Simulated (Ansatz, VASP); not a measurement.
Given: the input of a run of Ansatz 0.2.0 on Cd.

Contents of input.yaml:

```yaml
crystal:
  lattice:
    - [2.9588769815, 0.0, 0.0]
    - [-1.4794384907, 2.5624626327, 0.0]
    - [0.0, 0.0, 5.579946515]
  atoms:
    - { symbol: Cd, position: [0.6666666667, 0.3333333333, 0.75] }
    - { symbol: Cd, position: [0.3333333333, 0.6666666667, 0.25] }
hamiltonian:
  xc: r2scan
  pseudopotentials: { kind: paw }
kpoints:
  mp_grid: { grid: [10, 10, 5] }
scf:
  occupations: { method: fermi_dirac, width: 0.05 }
output:
  forces: true
  stress: true
  eigenvalues: true
```

Potentials or basis: Ansatz PAW.

Launch:

```sh
$ ansatz run input.yaml --threads 2 --pin off --max-ram 5632MiB --backend cpu --events-out ev --progress --plain --runs-dir out
```

Problem. Set up the same calculation for VASP 6.6.1. Potentials there: VASP PAW PBE potentials, release 64 (Cd).

Solution. As run (the cutoff follows the program's own potentials):

POSCAR

```
Cd
1.0
    2.9588769815      0.0000000000      0.0000000000
   -1.4794384907      2.5624626327      0.0000000000
    0.0000000000      0.0000000000      5.5799465150
Cd
2
Direct
    0.6666666667      0.3333333333      0.7500000000
    0.3333333333      0.6666666667      0.2500000000
```

The input INCAR.step1:

```
SYSTEM = Cd
PREC     = Accurate       ! precision mode
ENCUT    = 520            ! plane-wave cutoff, eV
ISMEAR   = -1             ! smearing method
SIGMA    = 0.05           ! smearing width, eV
LREAL    = .False.        ! projectors in reciprocal space
LASPH    = .True.         ! aspherical terms in the spheres
NELM     = 80             ! most SCF steps
NBANDS   = 19             ! bands
GGA      = PE             ! functional
ALGO     = Normal         ! electronic algorithm
EDIFF    = 1E-4           ! SCF threshold, eV
LWAVE    = .True.         ! write WAVECAR
LCHARG   = .False.        ! write CHGCAR
```

INCAR.step2

```
SYSTEM = Cd
PREC     = Accurate       ! precision mode
ENCUT    = 520            ! plane-wave cutoff, eV
EDIFF    = 1E-7           ! SCF threshold, eV
ISMEAR   = -1             ! smearing method
SIGMA    = 0.05           ! smearing width, eV
LREAL    = .False.        ! projectors in reciprocal space
LASPH    = .True.         ! aspherical terms in the spheres
NELM     = 80             ! most SCF steps
ALGO     = Normal         ! electronic algorithm
ISIF     = 2              ! what is computed and relaxed
LWAVE    = .False.        ! write WAVECAR
LCHARG   = .True.         ! write CHGCAR
METAGGA  = R2SCAN         ! meta-GGA
LMIXTAU  = .True.       
LELF     = .True.         ! ELF
LVHAR    = .True.       
NBANDS   = 19             ! bands
ISTART   = 1
```

The input KPOINTS:

```
Automatic mesh
0
Gamma
  10 10 5
  0 0 0
```

Potentials or basis: VASP PAW PBE potentials, release 64 (Cd).

The run is started by

```bash
$ cat potpaw_PBE.64/Cd/POTCAR > POTCAR
$ cp INCAR.step1 INCAR
$ mpirun -np 1 vasp_std > vasp.out
$ cp INCAR.step2 INCAR
$ mpirun -np 1 vasp_std > vasp.out
```

Both were run:

|  | VASP | Ansatz | Ansatz less VASP |
| --- | --- | --- | --- |
| gap on the k mesh at the Fermi level (eV) | none | none | - |
| pressure (GPa) | 2.2 | 1.8 | -0.41 |
| traceless stress, the component that is largest in VASP (GPa) | -0.64 | -0.48 | +0.153 |

VASP's potentials were made for PBE, not for r2SCAN. A gap of «none» marks a metal or a gap that the smearing closes. VASP's potentials hold 24 valence electrons a cell and Ansatz's 40, so a difference there can come from the potentials and not from the codes.
